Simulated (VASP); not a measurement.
# KBr (P6_3/mmc) in VASP: a series of runs, part 2 of 2

VASP 6.6.1. The steps go on from the part before.

**4. Relaxation of cell and atoms, LDA**

This run uses another cell than the first one, of 46.28 Å³/atom.

INCAR

```
SYSTEM = KBr
PREC = Accurate
ENCUT = 600
EDIFF = 1E-6
ISMEAR = -1
SIGMA = 0.02
LREAL = .FALSE.
LASPH = .TRUE.
NELM = 60
ALGO = Normal
ISIF = 3
LWAVE = .FALSE.
LCHARG = .FALSE.
IBRION = 2
NSW = 80
EDIFFG = -0.005
```

KPOINTS

```
regular mesh
0
G
  6 6 4
  0 0 0
```

POSCAR

```
KBr
1.0
    5.6730877003      0.0000000000      0.0000000000
   -2.8365438502      4.9130380664      0.0000000000
    0.0000000000      0.0000000000      6.6424534339
K Br
2 2
Direct
    0.3333333333      0.6666666667     -0.0624975142
    0.6666666667      0.3333333333      0.4375024858
    0.3333333333      0.6666666667      0.4374975142
    0.6666666667      0.3333333333      0.9374975142
```

Potentials or basis: VASP PAW LDA potentials, release 64 (K_sv, Br).

The run is started by

```console
> cat potpaw_LDA.64/K_sv/POTCAR potpaw_LDA.64/Br/POTCAR > POTCAR
> mpirun -np 1 vasp_std > vasp.out
```

OUTCAR:

```text
SYSTEM = KBr
   PREC = Accurate
   ENCUT = 600
   EDIFF = 1E-6
   ISMEAR = -1
   LREAL = .FALSE.
   LASPH = .TRUE.
   NELM = 60
   ISIF = 3
   IBRION = 2
   NSW = 80
   EDIFFG = -0.005

 ion  position               nearest neighbor table
   1  0.333  0.667  0.938-   4 3.28   4 3.28   4 3.28
   2  0.667  0.333  0.438-   3 3.28   3 3.28   3 3.28
   3  0.333  0.667  0.437-   2 3.28   2 3.28   2 3.28
   4  0.667  0.333  0.937-   1 3.28   1 3.28   1 3.28

  LATTYP: Found a hexagonal cell.
 ALAT       =     5.6730877003
 C/A-ratio  =     1.1708709234

  Lattice vectors:

 A1 = (   5.6730877003,   0.0000000000,   0.0000000000)
 A2 = (  -2.8365438502,   4.9130380664,   0.0000000000)
 A3 = (   0.0000000000,   0.0000000000,   6.6424534339)

Analysis of symmetry for initial positions (statically):
=====================================================================
 Subroutine PRICEL returns:
 Original cell was already a primitive cell.

 Routine SETGRP: Setting up the symmetry group for a
 hexagonal supercell.

 Subroutine GETGRP returns: Found 24 space group operations
 (whereof  6 operations were pure point group operations)
 out of a pool of 24 trial point group operations.

The static configuration has the point symmetry C_3v.
 The point group associated with its full space group is D_6h.

Analysis of symmetry for dynamics (positions and initial velocities):
=====================================================================
 Subroutine PRICEL returns:
 Original cell was already a primitive cell.

 Routine SETGRP: Setting up the symmetry group for a
 hexagonal supercell.

 Subroutine GETGRP returns: Found 24 space group operations
 (whereof  6 operations were pure point group operations)
 out of a pool of 24 trial point group operations.

[... 105 lines left out ...]
   IBRION =      2    ionic relax: 0-MD 1-quasi-New 2-CG
   NFREE  =      1    steps in history (QN), initial steepest desc. (CG)
   ISIF   =      3    stress and relaxation
   ISYM   =      2    0-nonsym 1-usesym 2-fastsym
   POTIM  = 0.5000    time-step for ionic-motion
   TEBEG  =    0.0;   TEEND  =   0.0 temperature during run
   PSTRESS=    0.0 pullay stress
   NELECT =      32.0000    total number of electrons
   NUPDOWN=      -1.0000    fix difference up-down
   EMIN   =  10.00;   EMAX   =-10.00  energy-range for DOS
   EFERMI =   0.00;   METHOD = LEGACY
   ISMEAR =    -1;   SIGMA  =   0.02  broadening in eV -4-tet -1-fermi 0-gaus
   EFERMI_NEDOS =   21; number of points for ismear=-14 and -15
   IALGO  =     38    algorithm
   IMIX   =      4    mixing-type and parameters
     AMIX     =   0.40;   BMIX     =  1.00
     AMIX_MAG =   1.60;   BMIX_MAG =  1.00
  volume/ion in A,a.u.               =      46.28       312.35
  Fermi-wavevector in a.u.,A,eV,Ry     =   0.911924  1.723287 11.314685  0.831606
  Thomas-Fermi vector in A             =   2.036260
   LORBIT       =      0    0 simple, 1 ext, 2 COOP (PROOUT), +10 PAW based schemes
   GGA     = CA    functional components
   LHFCALC =     F    Hartree Fock is set to
   AEXX    =    0.0000 exact exchange contribution
   IVDW    =     0    specifies the selected vdW correction
   LEPSILON=     F    determine dielectric tensor
   LRPA    =     F    only Hartree local field effects (RPA)
 conjugate gradient relaxation of ions
 non-spin polarized calculation
  energy-cutoff  :      600.00
  volume of cell :      185.14
 maximum number of plane-waves:      6221
 NGX is ok and might be reduce to    48
   NGX = 23   NGY = 23   NGZ = 27

--------------------------------------- Ionic step        1  -------------------------------------------

 number of electron      32.0000001 magnetization

 Free energy of the ion-electron system (eV)
  ---------------------------------------------------
  ext. energy  EPLUGINS =         0.00000000
  ---------------------------------------------------
  free energy    TOTEN  =       -13.22976002 eV

  energy without entropy =      -13.22976002  energy(sigma->0) =      -13.22976002

------------------------ aborting loop because EDIFF is reached ----------------------------------------

  FORCE on cell =-STRESS in cart. coord.  units (eV):
  Direction    XX          YY          ZZ          XY          YZ          ZX
  --------------------------------------------------------------------------------------
  -------------------------------------------------------------------------------------
  Total       -1.5401791     -1.5401791     -2.0105063      0.0000000     -0.0000000      0.0000000
  in kB      -13.3285737    -13.3285737    -17.3987435      0.0000000     -0.0000000      0.0000000
  external PRESSURE =     -14.6852969 kB  Pullay stress =       0.0000000 kB
[... 253 lines left out ...]
--------------------------------------- Ionic step        8  -------------------------------------------

 number of electron      32.0000002 magnetization

 Free energy of the ion-electron system (eV)
  ---------------------------------------------------
  ext. energy  EPLUGINS =         0.00000000
  ---------------------------------------------------
  free energy    TOTEN  =       -13.35177273 eV

  energy without entropy =      -13.35177273  energy(sigma->0) =      -13.35177273

 E-fermi :  -1.9274     XC(G=0):  -7.2042

 val. band max:       -2.3589509063   @ k =   0.0000   0.0000   0.0000
 cond. band min:       1.6350423937   @ k =   0.0000   0.0000   0.0000
 fundamental gap:      3.9939933000
 Fermi energy:        -1.9273500577

 k-point     1 :       0.0000    0.0000    0.0000
  band No.  band energies     occupation
      1     -29.7267      2.00000
      2     -29.7143      2.00000
      3     -14.7394      2.00000
      4     -14.6294      2.00000
      5     -13.5758      2.00000
      6     -13.5258      2.00000
[... 503 lines left out ...]
  FREE ENERGIE OF THE ION-ELECTRON SYSTEM (eV)
  ---------------------------------------------------
  free  energy   TOTEN  =       -13.3517727297 eV

  energy  without entropy=      -13.3517727297  energy(sigma->0) =      -13.35177273

 reached required accuracy - stopping structural energy minimisation
```

OSZICAR:

```text
N       E                     dE             d eps       ncg     rms          rms(c)
DAV:   1     0.265337883965E+03    0.26534E+03   -0.14448E+04   840   0.148E+03
DAV:   2     0.140241668928E+02   -0.25131E+03   -0.23991E+03  1024   0.372E+02
DAV:   3    -0.129778226733E+02   -0.27002E+02   -0.26912E+02  1372   0.101E+02
[... 69 lines left out ...]
DAV:   2    -0.133518987243E+02    0.54827E-03   -0.13747E-03  1036   0.295E-01    0.608E-02
DAV:   3    -0.133517708212E+02    0.12790E-03   -0.37728E-04  1116   0.146E-01    0.490E-02
DAV:   4    -0.133517726409E+02   -0.18197E-05   -0.26073E-05  1560   0.210E-02    0.174E-02
DAV:   5    -0.133517726589E+02   -0.17989E-07   -0.13028E-05  1312   0.195E-02    0.357E-03
DAV:   6    -0.133517727297E+02   -0.70822E-07   -0.48491E-07   512   0.473E-03
   8 F= -.13351773E+02 E0= -.13351773E+02  d E =-.312047E-04
```

CONTCAR:

```text
KBr
   1.00000000000000
     5.4333680883084714    0.0000000000024108   -0.0000000000000000
    -2.7166840442000355    4.7054347926233548   -0.0000000000000000
    -0.0000000000000000   -0.0000000000000000    6.3337314500123725
  K               Br
     2     2
Direct
     0.3333333332999970    0.6666666667000030    0.9375024858000032
     0.6666666667000030    0.3333333332999970    0.4375024858000032
     0.3333333332999970    0.6666666667000030    0.4374975141999968
     0.6666666667000030    0.3333333332999970    0.9374975141999968

  0.00000000E+00  0.00000000E+00  0.00000000E+00
  0.00000000E+00  0.00000000E+00  0.00000000E+00
  0.00000000E+00  0.00000000E+00  0.00000000E+00
  0.00000000E+00  0.00000000E+00  0.00000000E+00
```

It took 4.6 min on 1 thread of Intel Xeon 6975P-C (Granite Rapids), shared host; peak memory 0.32 GiB.

Results:

```yaml
Free_energy: -13.3518 eV
Relaxed_volume: 40.48 Å³/atom
Relaxed_cell: a = 5.433 Å, b = 5.433 Å, c = 6.334 Å, α = 90.00°, β = 90.00°, γ = 120.00°
Space_group_after_relaxing_to_0.1_Å: P6_3/mmc (No. 194)
Energy_gained_by_relaxing: 30.5 meV/atom
Ionic_steps: 8
Pressure_after_relaxing: 0.0 GPa
Band_gap_on_the_k_mesh: 3.99 eV
```

Step by step:
```csv
step,energy change (eV),largest force (eV/Å),pressure (GPa),volume (Å³)
1,0.0000,0.0000,-1.47,185.14
2,-0.0852,0.0000,-0.91,174.00
3,-0.1208,0.0000,-0.13,163.55
4,-0.1213,0.0000,0.00,162.17
5,-0.1212,0.0000,-0.04,162.61
6,-0.1218,0.0000,-0.04,162.42
7,-0.1220,0.0000,-0.03,162.22
8,-0.1220,0.0000,-0.01,161.93
```

Final structure:
```
K Br
1.0
     5.43337    0.00000    0.00000
    -2.71668    4.70543    0.00000
     0.00000    0.00000    6.33373
K Br
2 2
Direct
  0.33333 0.66667 0.93750
  0.66667 0.33333 0.43750
  0.33333 0.66667 0.43750
  0.66667 0.33333 0.93750
```

A k mesh can miss the band edges.

**5. Overview**

```tsv
task	level	potentials or basis	cell	cutoff (eV)	smearing	gap on the mesh (eV)	pressure (GPa)	relaxed volume (Å³/atom)
single point	LDA	VASP PAW LDA potentials, release 64 (K_sv, Br)	a = 5.619, b = 5.619, c = 6.554 Å, angles 90.0, 90.0, 120.0°, 4 atoms	520	gaussian 0.01 eV	3.87	-1.2	-
relaxation of cell and atoms	PBEsol	VASP PAW PBE potentials, release 64 (K_sv, Br)	relaxed from a = 5.673, b = 5.673, c = 6.642 Å, angles 90.0, 90.0, 120.0°, 4 atoms	600	fermi-dirac 0.02 eV	4.20	0.0	43.81
relaxation of cell and atoms	LDA	VASP PAW LDA potentials, release 64 (K_sv, Br)	relaxed from a = 5.673, b = 5.673, c = 6.642 Å, angles 90.0, 90.0, 120.0°, 4 atoms	600	fermi-dirac 0.02 eV	3.99	0.0	40.48
```

Alike in all rows: no spin polarisation; k mesh 6 × 6 × 4.

Caveats: the PAW data sets were made with another functional, which shifts forces and pressure a little (at least some runs).

Absolute energies hang on the potentials; compare differences alone.
